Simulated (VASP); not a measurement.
# As (Pm-3n) in VASP: single point with revPBE

Aim: the single point of As with revPBE.

Program: VASP 6.6.1. These are calculated values, not measurements. Logs are shortened: lines on timing, memory, paths and dates and some standing lists are left out, and cuts for length are marked.

## 1. The cell of the first run

Symmetry: Pm-3n, No. 223, cubic system. The conventional cell has a = 5.426 Å, b = 5.426 Å, c = 5.426 Å, α = 90.00°, β = 90.00°, γ = 90.00°. Within 4.0 Å of As (site symmetry m-3) lie 12 As at 3.03 Å. Within 3.6 Å of As (site symmetry -4m2) lie 14 As at 2.71 to 3.32 Å.

## 2. Single point, revPBE

Input file INCAR:

```
SYSTEM = As
PREC = Accurate
ENCUT = 520
EDIFF = 1E-6
ISMEAR = -1
SIGMA = 0.1
LREAL = .FALSE.
LASPH = .TRUE.
NELM = 100
ALGO = Normal
ISIF = 2
LWAVE = .FALSE.
LCHARG = .FALSE.
GGA = RE
NBANDS = 30
```

Input file KPOINTS:

```
Automatic mesh
0
G
  6 6 6
  0 0 0
```

Input file POSCAR:

```
As
1.0
    5.4261065500      0.0000000000      0.0000000000
    0.0000000000      5.4261065500      0.0000000000
    0.0000000000      0.0000000000      5.4261065500
As
8
Direct
    0.0000000000      1.0000000000      1.0000000000
    0.5000000000      0.5000000000      0.5000000000
    0.2500000000      0.0000000000      0.5000000000
    0.7500000000      0.0000000000      0.5000000000
    0.5000000000      0.2500000000      1.0000000000
    0.5000000000      0.7500000000      1.0000000000
    1.0000000000      0.5000000000      0.2500000000
    1.0000000000      0.5000000000      0.7500000000
```

Potentials or basis: VASP PAW PBE potentials, release 64 (As).

The run is started by

```bash
$ cat potpaw_PBE.64/As/POTCAR > POTCAR
$ mpirun -np 1 vasp_std > vasp.out
```

OUTCAR:

```text
SYSTEM = As
   PREC = Accurate
   ENCUT = 520
   EDIFF = 1E-6
   ISMEAR = -1
   LREAL = .FALSE.
   LASPH = .TRUE.
   NELM = 100
   ISIF = 2
   GGA = RE

 ion  position               nearest neighbor table
   1  0.000  0.000  0.000-
   2  0.500  0.500  0.500-
   3  0.250  0.000  0.500-   4 2.71   4 2.71
   4  0.750  0.000  0.500-   3 2.71   3 2.71
   5  0.500  0.250  0.000-   6 2.71   6 2.71
   6  0.500  0.750  0.000-   5 2.71   5 2.71
   7  0.000  0.500  0.250-   8 2.71   8 2.71
   8  0.000  0.500  0.750-   7 2.71   7 2.71

  LATTYP: Found a simple cubic cell.
 ALAT       =     5.4261065500

  Lattice vectors:

 A1 = (   5.4261065500,   0.0000000000,   0.0000000000)
 A2 = (   0.0000000000,   5.4261065500,   0.0000000000)
 A3 = (   0.0000000000,   0.0000000000,   5.4261065500)

Analysis of symmetry for initial positions (statically):
=====================================================================
 Subroutine PRICEL returns:
 Original cell was already a primitive cell.

 Routine SETGRP: Setting up the symmetry group for a
 simple cubic supercell.

 Subroutine GETGRP returns: Found 48 space group operations
 (whereof 24 operations were pure point group operations)
 out of a pool of 48 trial point group operations.

The static configuration has the point symmetry T_h .
 The point group associated with its full space group is O_h .

Analysis of symmetry for dynamics (positions and initial velocities):
=====================================================================
 Subroutine PRICEL returns:
 Original cell was already a primitive cell.

 Routine SETGRP: Setting up the symmetry group for a
 simple cubic supercell.

 Subroutine GETGRP returns: Found 48 space group operations
 (whereof 24 operations were pure point group operations)
 out of a pool of 48 trial point group operations.

The dynamic configuration has the point symmetry T_h .
 The point group associated with its full space group is O_h .

 Subroutine INISYM returns: Found 48 space group operations
 (whereof 24 operations are pure point group operations),
 and found     1 'primitive' translations
[... 98 lines left out ...]
   LSORBIT =      F    spin-orbit coupling
   LASPH  =      T    aspherical Exc in radial PAW
   ENCUT  =  520.0 eV  38.22 Ry    6.18 a.u.  10.09 10.09 10.09*2*pi/ulx,y,z
   NELM   =    100;   NELMIN=  2; NELMDL= -5     # of ELM steps
   EDIFF  = 0.1E-05   stopping-criterion for ELM
   LREAL  =      F    real-space projection
   EDIFFG = 0.1E-04   stopping-criterion for IOM
   NSW    =      0    number of steps for IOM
   IBRION =     -1    ionic relax: 0-MD 1-quasi-New 2-CG
   NFREE  =      0    steps in history (QN), initial steepest desc. (CG)
   ISIF   =      2    stress and relaxation
   ISYM   =      2    0-nonsym 1-usesym 2-fastsym
   POTIM  = 0.5000    time-step for ionic-motion
   TEBEG  =    0.0;   TEEND  =   0.0 temperature during run
   PSTRESS=    0.0 pullay stress
   NELECT =      40.0000    total number of electrons
   NUPDOWN=      -1.0000    fix difference up-down
   EMIN   =  10.00;   EMAX   =-10.00  energy-range for DOS
   EFERMI =   0.00;   METHOD = LEGACY
   ISMEAR =    -1;   SIGMA  =   0.10  broadening in eV -4-tet -1-fermi 0-gaus
   EFERMI_NEDOS =   21; number of points for ismear=-14 and -15
   IALGO  =     38    algorithm
   IMIX   =      4    mixing-type and parameters
     AMIX     =   0.40;   BMIX     =  1.00
     AMIX_MAG =   1.60;   BMIX_MAG =  1.00
  volume/ion in A,a.u.               =      19.97       134.76
  Fermi-wavevector in a.u.,A,eV,Ry     =   1.031826  1.949869 14.485648  1.064665
  Thomas-Fermi vector in A             =   2.165994
   LORBIT       =      0    0 simple, 1 ext, 2 COOP (PROOUT), +10 PAW based schemes
   GGA     = RE    functional components
   LHFCALC =     F    Hartree Fock is set to
   AEXX    =    0.0000 exact exchange contribution
   IVDW    =     0    specifies the selected vdW correction
   LEPSILON=     F    determine dielectric tensor
   LRPA    =     F    only Hartree local field effects (RPA)
 non-spin polarized calculation
  energy-cutoff  :      520.00
  volume of cell :      159.76
 maximum number of plane-waves:      4337
   NGX = 21   NGY = 21   NGZ = 21

 number of electron      40.0000007 magnetization

 Free energy of the ion-electron system (eV)
  ---------------------------------------------------
  ext. energy  EPLUGINS =         0.00000000
  ---------------------------------------------------
  free energy    TOTEN  =       -30.02725835 eV

  energy without entropy =      -29.84009736  energy(sigma->0) =      -29.93367786

 E-fermi :   6.1179     XC(G=0): -10.5363

 val. band max:        6.0942604615   @ k =   0.3333   0.1667   0.1667
 cond. band min:       6.1578745887   @ k =   0.3333   0.3333   0.3333
 fundamental gap:      0.0636141272
 Fermi energy:         6.1178790290

 k-point     1 :       0.0000    0.0000    0.0000
  band No.  band energies     occupation
      1      -8.6999      2.00000
      2      -5.3163      2.00000
      3      -5.3163      2.00000
      4      -4.9907      2.00000
      5      -3.2804      2.00000
      6      -3.2804      2.00000
[... 649 lines left out ...]
     29       6.9032      0.00078
     30       6.9032      0.00078

------------------------ aborting loop because EDIFF is reached ----------------------------------------

  FORCE on cell =-STRESS in cart. coord.  units (eV):
  Direction    XX          YY          ZZ          XY          YZ          ZX
  --------------------------------------------------------------------------------------
  -------------------------------------------------------------------------------------
  Total       -0.3312155     -0.3312155     -0.3312155      0.0000000     -0.0000000      0.0000000
  in kB       -3.3216689     -3.3216689     -3.3216689      0.0000000     -0.0000000      0.0000000
  external PRESSURE =      -3.3216689 kB  Pullay stress =       0.0000000 kB

 VOLUME and BASIS-vectors are now :
 -----------------------------------------------------------------------------
  energy-cutoff  :      520.00
  volume of cell :      159.76
      direct lattice vectors                 reciprocal lattice vectors
     5.426106550  0.000000000  0.000000000     0.184294206  0.000000000  0.000000000
     0.000000000  5.426106550  0.000000000     0.000000000  0.184294206  0.000000000
     0.000000000  0.000000000  5.426106550     0.000000000  0.000000000  0.184294206

 POSITION                                       TOTAL-FORCE (eV/Angst)
 -----------------------------------------------------------------------------------
      0.00000      0.00000      0.00000        -0.000000      0.000000      0.000000
      2.71305      2.71305      2.71305        -0.000000      0.000000      0.000000
      1.35653      0.00000      2.71305        -0.000000      0.000000     -0.000000
      4.06958      0.00000      2.71305         0.000000     -0.000000      0.000000
      2.71305      1.35653      0.00000        -0.000000      0.000000      0.000000
      2.71305      4.06958      0.00000        -0.000000      0.000000     -0.000000
      0.00000      2.71305      1.35653        -0.000000      0.000000     -0.000000
      0.00000      2.71305      4.06958         0.000000     -0.000000      0.000000
 -----------------------------------------------------------------------------------
    total drift:                                0.000000     -0.000000      0.000000

  FREE ENERGIE OF THE ION-ELECTRON SYSTEM (eV)
  ---------------------------------------------------
  free  energy   TOTEN  =       -30.0272583524 eV

  energy  without entropy=      -29.8400973588  energy(sigma->0) =      -29.93367786
```

OSZICAR:

```text
N       E                     dE             d eps       ncg     rms          rms(c)
DAV:   1     0.149815758110E+03    0.14982E+03   -0.16442E+04  1200   0.115E+03
DAV:   2    -0.184366281727E+02   -0.16825E+03   -0.16265E+03  1568   0.169E+02
DAV:   3    -0.298887092602E+02   -0.11452E+02   -0.11181E+02  1422   0.431E+01
DAV:   4    -0.300907466443E+02   -0.20204E+00   -0.19419E+00  1516   0.542E+00
DAV:   5    -0.300930872157E+02   -0.23406E-02   -0.23365E-02  1440   0.498E-01    0.527E+00
DAV:   6    -0.300464449398E+02    0.46642E-01   -0.34610E-02  1428   0.768E-01    0.306E+00
DAV:   7    -0.300268375940E+02    0.19607E-01   -0.51662E-02  1272   0.942E-01    0.172E-01
DAV:   8    -0.300271736443E+02   -0.33605E-03   -0.17778E-03  1512   0.175E-01    0.106E-01
DAV:   9    -0.300272610028E+02   -0.87359E-04   -0.14589E-04  1326   0.726E-02    0.233E-02
DAV:  10    -0.300272592485E+02    0.17543E-05   -0.33755E-06  1408   0.931E-03    0.418E-03
DAV:  11    -0.300272580523E+02    0.11962E-05   -0.71983E-07   738   0.563E-03    0.926E-04
DAV:  12    -0.300272583524E+02   -0.30009E-06   -0.43273E-08   744   0.966E-04
   1 F= -.30027258E+02 E0= -.29933678E+02  d E =-.187161E+00
```

It took 1.7 min on 1 thread of Intel Xeon Platinum 8259CL at 2.50GHz (Skylake/Cascade Lake), shared host; peak memory 0.26 GiB.

What came out:

* Free energy: -30.0273 eV
* Pressure: -0.3 GPa
* Band gap on the k mesh: zero (bands 20 and 21 overlap by 0.58 eV)

Levels at points of the mesh, in eV from the Fermi level:
```tsv
k point	band 17	band 18	band 19	band 20	band 21	band 22	band 23	band 24
(0.00, 0.00, 0.00)	-2.55	-1.82	-1.82	-1.82	0.91	0.91	0.91	1.34
(0.50, 0.00, 0.00)	-1.43	-1.43	-0.78	-0.78	0.27	0.27	1.14	1.14
(0.50, 0.50, 0.00)	-1.46	-1.46	-0.66	-0.27	0.26	0.66	1.23	1.23
(0.50, 0.50, 0.50)	0.04	0.04	0.04	0.04	0.04	0.04	0.13	0.13
```

Caveat: the PAW data sets were made with another functional, which shifts forces and pressure a little.
